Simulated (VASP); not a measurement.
# ZnSe: single point with PBE

Crystal: ZnSe.

```
Zn Se
1.0
     0.00000    2.88529    2.88529
     2.88529    0.00000    2.88529
     2.88529    2.88529    0.00000
Zn Se
1 1
Direct
  0.00000 0.00000 0.00000
  0.75000 0.75000 0.75000
```

This cell differs from its parent crystal: volume scaled by 1.02.

* Program: VASP 6.6.1
* Task: single point
* Functional: PBE
* Potentials or basis: VASP PAW PBE potentials, release 64 (Zn, Se)
* Cutoff: 520 eV
* k mesh: 8 × 8 × 8
* Occupations: gaussian, width 0.01 eV
* Spin: no spin polarisation
* Dipole correction: no
* Further INCAR settings: ALGO = Normal; EDIFF = 1e-07; NBANDS = 16

* Pressure: -0.9 GPa
* Band gap on the k mesh: 1.08 eV, direct

Levels at points of the mesh, in eV from the valence-band top:
```csv
k point,band 5,band 6,band 7,band 8,band 9,band 10,band 11,band 12,band 13,band 14
"(0.00, 0.00, 0.00)",-6.04,-6.04,0.00,0.00,0.00,1.08,5.81,5.81,5.81,9.72
"(0.50, 0.00, 0.00)",-6.03,-5.90,-4.89,-0.79,-0.79,2.45,6.39,6.39,8.42,10.72
"(0.50, 0.50, 0.00)",-6.00,-5.88,-4.52,-2.00,-2.00,3.10,3.45,10.36,10.88,10.88
```

Wall time 15 s on 1 thread of AMD EPYC 9R45 96-Core Processor (Zen 5), on a shared host, peak memory 0.15 GiB.
